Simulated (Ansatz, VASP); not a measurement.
**Two plane-wave programs on ZnS**

```
Zn S
1.0
    -3.80874    0.00000    0.00000
    -1.90437   -3.29846    0.00000
    -0.95237   -0.54985   12.46647
Zn S
4 4
Direct
  0.89060 0.89060 0.65626
  0.97395 0.97395 0.15626
  0.18227 0.18227 0.90622
  0.59895 0.59895 0.40622
  0.85941 0.85941 0.84339
  0.94276 0.94276 0.34339
  0.31771 0.31771 0.09373
  0.56769 0.56769 0.59373
```

Alike in both runs: task single point; functional r2SCAN; k mesh 7 × 7 × 2; occupations gaussian, width 0.05 eV; no spin polarisation.

|  | VASP | Ansatz |
| --- | --- | --- |
| version | VASP 6.6.1 | Ansatz 0.2.0 |
| potentials or method | VASP PAW PBE potentials, release 64 (Zn, S), cutoff 520 eV | scalar-relativistic, plane waves, PAW |
| valence electrons in the cell | 72 | 72 |

```tsv
	VASP	Ansatz	Ansatz less VASP
gap on the k mesh at the Fermi level (eV)	2.45	2.45	-0.007
least direct gap on the mesh (eV)	2.45	2.45	-0.007
pressure (GPa)	-0.5	-0.6	-0.04
traceless stress, the component that is largest in VASP (GPa)	1.48	1.47	-0.012
rms of the force components (eV/Å)	0.187	0.186	-0.0004
```

VASP's potentials were made for PBE, not for r2SCAN. Atom by atom the forces differ by 0.008 eV/Å (rms over components).
